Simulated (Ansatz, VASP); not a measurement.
C in VASP and in Ansatz

```xyz
2
Lattice="2.1087 0.0000 0.0000 -1.0543 1.8262 0.0000 0.0000 0.0000 3.5057" Properties=species:S:1:pos:R:3 pbc="T T T"
C     0.0000    1.2174    0.8764
C     1.0543    0.6087    2.6293
```

Change from the starting cell: volume scaled by 0.97.

Alike in both runs: task single point; functional PBE; k mesh 17 × 17 × 9; occupations fermi-dirac, width 0.03 eV; no spin polarisation.

|  | VASP | Ansatz |
| --- | --- | --- |
| version | VASP 6.6.1 | Ansatz 0.2.0 |
| potentials or method | VASP PAW PBE potentials, release 64 (C), cutoff 600 eV | all-electron LAPW, scalar-relativistic |

```csv
,VASP,Ansatz,Ansatz less VASP
pressure (GPa),4.9,5.0,+0.11
"traceless stress, the component that is largest in VASP (GPa)",0.24,0.24,+0.005
```

Ansatz ran all-electron here, and VASP with PAW potentials.
